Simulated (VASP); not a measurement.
**C: single point with r2SCAN**

The system is C.

```xyz
8
Lattice="2.4471 0.0000 0.0000 -1.2235 2.1192 0.0000 0.0000 0.0000 7.8663" Properties=species:S:1:pos:R:3 pbc="T T T"
C     0.0000    0.0000    0.7310
C     0.0000    0.0000    4.6642
C     0.0000    0.0000    3.2021
C     0.0000    0.0000    7.1353
C     0.0000    1.4128    1.2232
C     1.2235    0.7064    5.1563
C     0.0000    1.4128    2.7100
C     1.2235    0.7064    6.6431
```

This cell differs from its parent crystal: strain -0.025 along x and y, -0.050 along z.

* Program: VASP 6.6.1
* Task: single point
* Functional: r2SCAN
* Potentials or basis: VASP PAW PBE potentials, release 64 (C)
* Cutoff: 520 eV
* k mesh: 12 × 12 × 4
* Occupations: gaussian, width 0.05 eV
* Spin: no spin polarisation

```
Pressure               : 57.5 GPa
Largest force          : 0.190 eV/Å
Band gap on the k mesh : 4.68 eV (least direct gap 5.44 eV)
```

Forces on the atoms (eV/Å):
```
C    0.000  0.000  0.190
C    0.000  0.000  0.190
C    0.000  0.000 -0.190
C    0.000  0.000 -0.190
C    0.000  0.000 -0.178
C    0.000  0.000 -0.178
C    0.000  0.000  0.178
C    0.000  0.000  0.178
```

Stress tensor (GPa, compression positive):
```
43.11  0.00  0.00
 0.00 43.11  0.00
 0.00  0.00 86.38
```

Levels at points of the mesh, in eV from the valence-band top:
```tsv
k point	band 14	band 15	band 16	band 17	band 18	band 19
(0.00, 0.00, 0.00)	-0.29	0.00	0.00	5.44	5.44	6.64
(0.50, 0.00, 0.00)	-5.29	-4.27	-3.35	4.68	6.29	6.39
(0.00, 0.00, 0.50)	-0.87	-0.87	-0.87	6.43	6.43	6.43
(0.50, 0.00, 0.50)	-5.49	-4.27	-4.27	5.09	5.09	7.89
```

Run time: 2.2 min on 1 thread of Intel(R) Xeon(R) Platinum 8375C CPU @ 2.90GHz (Ice Lake), with other jobs on the host, peak memory 0.17 GiB.

Caveat: the cell differs from its parent crystal (strain -0.025 along x and y, -0.050 along z); the cell stands under pressure; the PAW data sets were made with another functional, which shifts forces and pressure a little. A k mesh can miss the band edges.
